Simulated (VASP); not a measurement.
# Al2Cu (I4/mcm) in VASP: a series of runs

Al2Cu is run at these levels: PBE; tasks: single point.

Everything below comes from runs of VASP 6.6.1. Logs are shortened: lines on timing, memory, paths and dates and some standing lists are left out, and cuts for length are marked.

### Step 1. The cell of the first run

It takes space group I4/mcm (No. 140, tetragonal). The conventional cell has a = 6.294 Å, b = 6.294 Å, c = 5.078 Å, α = 90.00°, β = 90.00°, γ = 90.00°. Within 3.5 Å of Al (site symmetry m2m) lie 4 Cu at 2.69 Å and 11 Al at 2.83 to 3.35 Å. Within 3.4 Å of Cu (site symmetry 422) lie 2 Cu at 2.54 Å and 8 Al at 2.69 Å.

### Step 2. Single point, PBE

Input file INCAR:

```
PREC = Accurate ; ENCUT = 520
EDIFF = 1E-6 ; ISMEAR = 0
SIGMA = 0.15 ; LREAL = F
LASPH = T ; NELM = 60
ALGO = Fast ; ISIF = 2
LWAVE = F ; LCHARG = F
GGA = PE ; NBANDS = 26
```

Input file KPOINTS:

```
Automatic mesh
0
Gamma
  10 10 10
```

Input file POSCAR:

```
Al2Cu
1.0
   -3.1472000000      3.1472000000      2.5389500000
    3.1472000000     -3.1472000000      2.5389500000
    3.1472000000      3.1472000000     -2.5389500000
Al Cu
4 2
Direct
    0.1587211657      0.6587211657      0.8174423314
    0.6587211657      0.8412788343      0.5000000000
    0.8412788343      0.3412788343      0.1825576686
    0.3412788343      0.1587211657      0.5000000000
    0.7500000000      0.7500000000      0.0000000000
    0.2500000000      0.2500000000      0.0000000000
```

Potentials or basis: VASP PAW PBE potentials, release 64 (Al, Cu).

On the command line:

```sh
$ cat potpaw_PBE.64/Al/POTCAR potpaw_PBE.64/Cu/POTCAR > POTCAR
$ mpirun -np 1 vasp_std > vasp.out
```

OUTCAR:

```text
PREC = Accurate
   ENCUT = 520
   EDIFF = 1E-6
   ISMEAR = 0
   LREAL = F
   LASPH = T
   NELM = 60
   ISIF = 2
   GGA = PE

 ion  position               nearest neighbor table
   1  0.159  0.659  0.817-   5 2.69   6 2.69   5 2.69   6 2.69   3 2.83   3 3.01   3 3.01   4 3.23
                             2 3.23   2 3.23   4 3.23   4 3.35   2 3.35   2 3.35   4 3.35
   2  0.659  0.841  0.500-   6 2.69   6 2.69   5 2.69   5 2.69   4 2.83   4 3.01   4 3.01   3 3.23
                             1 3.23   1 3.23   3 3.23   1 3.35   3 3.35   1 3.35   3 3.35
   3  0.841  0.341  0.183-   5 2.69   6 2.69   5 2.69   6 2.69   1 2.83   1 3.01   1 3.01   2 3.23
                             4 3.23   4 3.23   2 3.23   2 3.35   4 3.35   4 3.35   2 3.35
   4  0.341  0.159  0.500-   5 2.69   5 2.69   6 2.69   6 2.69   2 2.83   2 3.01   2 3.01   1 3.23
                             1 3.23   3 3.23   3 3.23   1 3.35   3 3.35   3 3.35   1 3.35
   5  0.750  0.750  0.000-   6 2.54   6 2.54   4 2.69   4 2.69   1 2.69   3 2.69   2 2.69   2 2.69
                             3 2.69   1 2.69
   6  0.250  0.250  0.000-   5 2.54   5 2.54   3 2.69   1 2.69   2 2.69   2 2.69   4 2.69   4 2.69
                             1 2.69   3 2.69

  LATTYP: Found a body centered tetragonal cell.
 ALAT       =     6.2944000000
 C/A-ratio  =     0.8067329690

  Lattice vectors:

 A1 = (  -3.1472000000,   3.1472000000,   2.5389500000)
 A2 = (   3.1472000000,  -3.1472000000,   2.5389500000)
 A3 = (   3.1472000000,   3.1472000000,  -2.5389500000)

Analysis of symmetry for initial positions (statically):
=====================================================================
 Subroutine PRICEL returns:
 Original cell was already a primitive cell.

 Routine SETGRP: Setting up the symmetry group for a
 body centered tetragonal supercell.

 Subroutine GETGRP returns: Found 16 space group operations
 (whereof  8 operations were pure point group operations)
 out of a pool of 16 trial point group operations.

The static configuration has the point symmetry C_4h.
 The point group associated with its full space group is D_4h.

Analysis of symmetry for dynamics (positions and initial velocities):
=====================================================================
 Subroutine PRICEL returns:
 Original cell was already a primitive cell.

 Routine SETGRP: Setting up the symmetry group for a
 body centered tetragonal supercell.

 Subroutine GETGRP returns: Found 16 space group operations
 (whereof  8 operations were pure point group operations)
 out of a pool of 16 trial point group operations.

The dynamic configuration has the point symmetry C_4h.
 The point group associated with its full space group is D_4h.

 Subroutine INISYM returns: Found 16 space group operations
 (whereof  8 operations are pure point group operations),
 and found     1 'primitive' translations

----------------------------------------------------------------------------------------

                                     Primitive cell

  volume of cell :     100.5919

  direct lattice vectors                    reciprocal lattice vectors
    -3.147200000  3.147200000  2.538950000     0.000000000  0.158871378  0.196931803
     3.147200000 -3.147200000  2.538950000     0.158871378  0.000000000  0.196931803
     3.147200000  3.147200000 -2.538950000     0.158871378  0.158871378  0.000000000

  length of vectors
     5.124061161  5.124061161  5.124061161     0.253026183  0.253026183  0.224678057

  position of ions in fractional coordinates (direct lattice)
     0.158721166  0.658721166  0.817442331
     0.658721166  0.841278834  0.500000000
     0.841278834  0.341278834  0.182557669
     0.341278834  0.158721166  0.500000000
     0.750000000  0.750000000  0.000000000
     0.250000000  0.250000000  0.000000000

  ion indices of the primitive-cell ions
   primitive index   ion index
                 1           1
                 2           2
                 3           3
                 4           4
                 5           5
                 6           6

----------------------------------------------------------------------------------------

 KPOINTS: Automatic mesh

Automatic generation of k-mesh.
 Grid dimensions read from file:
 generate k-points for:   10   10   10

 Generating k-lattice:

  Cartesian coordinates                     Fractional coordinates (reciprocal lattice)
     0.000000000  0.015887138  0.019693180     0.100000000  0.000000000  0.000000000
     0.015887138  0.000000000  0.019693180     0.000000000  0.100000000  0.000000000
     0.015887138  0.015887138  0.000000000     0.000000000  0.000000000  0.100000000

  Length of vectors
     0.025302618  0.025302618  0.022467806

  Shift w.r.t. Gamma in fractional coordinates (k-lattice)
     0.000000000  0.000000000  0.000000000

 Subroutine IBZKPT returns following result:
 ===========================================

 Found    102 irreducible k-points:

 Following reciprocal coordinates:
            Coordinates               Weight
  0.000000  0.000000  0.000000      1.000000
  0.100000 -0.000000  0.000000      8.000000
  0.200000 -0.000000  0.000000      8.000000
  0.300000 -0.000000  0.000000      8.000000
  0.400000 -0.000000  0.000000      8.000000
  0.500000 -0.000000  0.000000      4.000000
[... 16 lines left out ...]
  0.300000  0.300000  0.000000      8.000000
  0.400000  0.300000  0.000000     16.000000
 [... further k-points ...]
   k-points           NKPTS =    102   k-points in BZ     NKDIM =    102   number of bands    NBANDS=     26
   number of dos      NEDOS =    301   number of ions     NIONS =      6
   total plane-waves  NPLWV =  64000
   dimension x,y,z NGX =    40 NGY =   40 NGZ =   40
   dimension x,y,z NGXF=    80 NGYF=   80 NGZF=   80
   ions per type =               4   2
   NGX,Y,Z   is equivalent  to a cutoff of  12.98, 12.98, 12.98 a.u.
   NGXF,Y,Z  is equivalent  to a cutoff of  25.96, 25.96, 25.96 a.u.
 SYSTEM =  unknown system
   PREC   = accura    normal or accurate (medium, high low for compatibility)
   ISTART =      0    job   : 0-new  1-cont  2-samecut
   ICHARG =      2    charge: 1-file 2-atom 10-const
   ISPIN  =      1    spin polarized calculation?
   LNONCOLLINEAR =      F non collinear calculations
   LSORBIT =      F    spin-orbit coupling
   LASPH  =      T    aspherical Exc in radial PAW
   ENCUT  =  520.0 eV  38.22 Ry    6.18 a.u.   9.53  9.53  9.53*2*pi/ulx,y,z
   NELM   =     60;   NELMIN=  2; NELMDL= -5     # of ELM steps
   EDIFF  = 0.1E-05   stopping-criterion for ELM
   LREAL  =      F    real-space projection
   EDIFFG = 0.1E-04   stopping-criterion for IOM
   NSW    =      0    number of steps for IOM
   IBRION =     -1    ionic relax: 0-MD 1-quasi-New 2-CG
   NFREE  =      0    steps in history (QN), initial steepest desc. (CG)
   ISIF   =      2    stress and relaxation
   ISYM   =      2    0-nonsym 1-usesym 2-fastsym
   POTIM  = 0.5000    time-step for ionic-motion
   TEBEG  =    0.0;   TEEND  =   0.0 temperature during run
   PSTRESS=    0.0 pullay stress
   NELECT =      34.0000    total number of electrons
   NUPDOWN=      -1.0000    fix difference up-down
   EMIN   =  10.00;   EMAX   =-10.00  energy-range for DOS
   EFERMI =   0.00;   METHOD = LEGACY
   ISMEAR =     0;   SIGMA  =   0.15  broadening in eV -4-tet -1-fermi 0-gaus
   EFERMI_NEDOS =   21; number of points for ismear=-14 and -15
   IALGO  =     68    algorithm
   IMIX   =      4    mixing-type and parameters
     AMIX     =   0.40;   BMIX     =  1.00
     AMIX_MAG =   1.60;   BMIX_MAG =  1.00
  volume/ion in A,a.u.               =      16.77       113.14
  Fermi-wavevector in a.u.,A,eV,Ry     =   1.140373  2.154992 17.693699  1.300450
  Thomas-Fermi vector in A             =   2.277075
   LORBIT       =      0    0 simple, 1 ext, 2 COOP (PROOUT), +10 PAW based schemes
   GGA     = PE    functional components
   LHFCALC =     F    Hartree Fock is set to
   AEXX    =    0.0000 exact exchange contribution
   IVDW    =     0    specifies the selected vdW correction
   LEPSILON=     F    determine dielectric tensor
   LRPA    =     F    only Hartree local field effects (RPA)
 non-spin polarized calculation
 RMM-DIIS sequential band-by-band and
 Gauss-broadening in eV      SIGMA  =   0.15
  energy-cutoff  :      520.00
  volume of cell :      100.59
 maximum number of plane-waves:      2739
 NGX is ok and might be reduce to    40
   NGX = 19   NGY = 19   NGZ = 19

 number of electron      34.0000002 magnetization

 Free energy of the ion-electron system (eV)
  ---------------------------------------------------
  ext. energy  EPLUGINS =         0.00000000
  ---------------------------------------------------
  free energy    TOTEN  =       -23.06186882 eV

  energy without entropy =      -23.03719915  energy(sigma->0) =      -23.04953399

 E-fermi :   6.6972     XC(G=0): -10.3720

 val. band max:        6.6871370798   @ k =  -0.3000   0.3000   0.2000
 cond. band min:       6.7028357200   @ k =   0.5000   0.5000   0.2000
 fundamental gap:      0.0156986402
 Fermi energy:         6.6972255975

 k-point     1 :       0.0000    0.0000    0.0000
  band No.  band energies     occupation
      1      -3.2020      2.00000
      2       1.9419      2.00000
      3       2.1875      2.00000
      4       2.1875      2.00000
      5       2.2436      2.00000
      6       2.9949      2.00000
[... 18 lines left out ...]
     25      11.6422      0.00000
     26      12.2738      0.00000

 k-point     2 :       0.1000   -0.0000    0.0000
  band No.  band energies     occupation
      1      -3.1057      2.00000
      2       1.9261      2.00000
      3       2.1564      2.00000
      4       2.1768      2.00000
      5       2.2592      2.00000
      6       2.9784      2.00000
[... 18 lines left out ...]
     25      11.7415      0.00000
     26      12.2445      0.00000

 k-point     3 :       0.2000   -0.0000    0.0000
  band No.  band energies     occupation
      1      -2.8178      2.00000
      2       1.8868      2.00000
      3       1.9304      2.00000
      4       2.1431      2.00000
      5       2.2952      2.00000
      6       2.9130      2.00000
[... 18 lines left out ...]
     25      12.0558      0.00000
     26      12.4176      0.00000

 k-point     4 :       0.3000   -0.0000    0.0000
  band No.  band energies     occupation
      1      -2.3412      2.00000
      2       1.1569      2.00000
      3       1.8622      2.00000
      4       2.0824      2.00000
      5       2.3254      2.00000
      6       2.8189      2.00000
[... 18 lines left out ...]
     25      12.6119      0.00000
     26      12.9805      0.00000

 k-point     5 :       0.4000   -0.0000    0.0000
  band No.  band energies     occupation
      1      -1.6817      2.00000
      2       0.1241      2.00000
      3       1.8684      2.00000
      4       2.0001      2.00000
      5       2.3539      2.00000
      6       2.6116      2.00000
[... 18 lines left out ...]
     25      12.2845      0.00000
     26      12.9549      0.00000

 k-point     6 :       0.5000   -0.0000    0.0000
  band No.  band energies     occupation
      1      -0.8510      2.00000
      2      -0.8510      2.00000
      3       1.9192      2.00000
      4       1.9192      2.00000
      5       2.4393      2.00000
      6       2.4393      2.00000
[... 427 lines left out ...]
 k-point    21 :      -0.3000    0.2000    0.0000
  band No.  band energies     occupation
      1      -2.6535      2.00000
      2       0.8499      2.00000
      3       2.0115      2.00000
      4       2.2551      2.00000
      5       2.2951      2.00000
      6       2.7947      2.00000
[... 18 lines left out ...]
     25      10.5798      0.00000
     26      14.2827      0.00000

 k-point    22 :      -0.2000    0.2000    0.0000
  band No.  band energies     occupation
      1      -2.8996      2.00000
      2       1.2171      2.00000
      3       2.1108      2.00000
      4       2.2230      2.00000
      5       2.2807      2.00000
      6       2.8669      2.00000
[... 18 lines left out ...]
     25       9.7734      0.00000
     26      14.5109      0.00000

 k-point    23 :       0.3000    0.3000    0.0000
  band No.  band energies     occupation
      1      -0.4965      2.00000
      2      -0.1812      2.00000
      3      -0.1729      2.00000
      4       1.8705      2.00000
      5       2.6556      2.00000
      6       2.6958      2.00000
[... 18 lines left out ...]
     25      12.1784      0.00000
     26      13.2547      0.00000

 k-point    24 :       0.4000    0.3000    0.0000
  band No.  band energies     occupation
      1      -1.0201      2.00000
      2      -0.3080      2.00000
      3       0.4283      2.00000
      4       1.9859      2.00000
      5       2.5330      2.00000
      6       2.6872      2.00000
[... 18 lines left out ...]
     25      13.1630      0.00000
     26      13.2242      0.00000

 [... further k-points ...]

------------------------ aborting loop because EDIFF is reached ----------------------------------------

  FORCE on cell =-STRESS in cart. coord.  units (eV):
  Direction    XX          YY          ZZ          XY          YZ          ZX
  --------------------------------------------------------------------------------------
  -------------------------------------------------------------------------------------
  Total       -5.5286115     -5.5286115     -5.4645993      0.0000000      0.0000000      0.0000000
  in kB      -88.0569889    -88.0569889    -87.0374335      0.0000000      0.0000000      0.0000000
  external PRESSURE =     -87.7171371 kB  Pullay stress =       0.0000000 kB

 VOLUME and BASIS-vectors are now :
 -----------------------------------------------------------------------------
  energy-cutoff  :      520.00
  volume of cell :      100.59
      direct lattice vectors                 reciprocal lattice vectors
    -3.147200000  3.147200000  2.538950000     0.000000000  0.158871378  0.196931803
     3.147200000 -3.147200000  2.538950000     0.158871378  0.000000000  0.196931803
     3.147200000  3.147200000 -2.538950000     0.158871378  0.158871378  0.000000000

 POSITION                                       TOTAL-FORCE (eV/Angst)
 -----------------------------------------------------------------------------------
      4.14625      0.99905      0.00000         0.029089      0.029089     -0.000000
      2.14815      0.99905      2.53895        -0.029089      0.029089     -0.000000
     -0.99905      2.14815      2.53895        -0.029089     -0.029089      0.000000
      0.99905      2.14815      0.00000         0.029089     -0.029089      0.000000
      0.00000      0.00000      3.80842        -0.000000     -0.000000      0.000000
      0.00000      0.00000      1.26947        -0.000000     -0.000000      0.000000
 -----------------------------------------------------------------------------------
    total drift:                               -0.000000     -0.000000      0.000000

  FREE ENERGIE OF THE ION-ELECTRON SYSTEM (eV)
  ---------------------------------------------------
  free  energy   TOTEN  =       -23.0618688227 eV

  energy  without entropy=      -23.0371991511  energy(sigma->0) =      -23.04953399
```

Run time: 2.6 min. Hardware: 1 thread of Intel Xeon 6975P-C (Granite Rapids), shared host; peak memory 0.39 GiB.

Results:

```
Free energy            : -23.0619 eV
Pressure               : -8.8 GPa
Largest force          : 0.041 eV/Å
Band gap on the k mesh : zero (bands 17 and 18 overlap by 3.99 eV)
```

Forces in eV/Å, atoms in the order of the input:
```
Al   0.029  0.029  0.000
Al  -0.029  0.029  0.000
Al  -0.029 -0.029  0.000
Al   0.029 -0.029  0.000
Cu   0.000  0.000  0.000
Cu   0.000  0.000  0.000
```

Caveat: the cell stands under tension.

(Continued in part 2 of 3.)
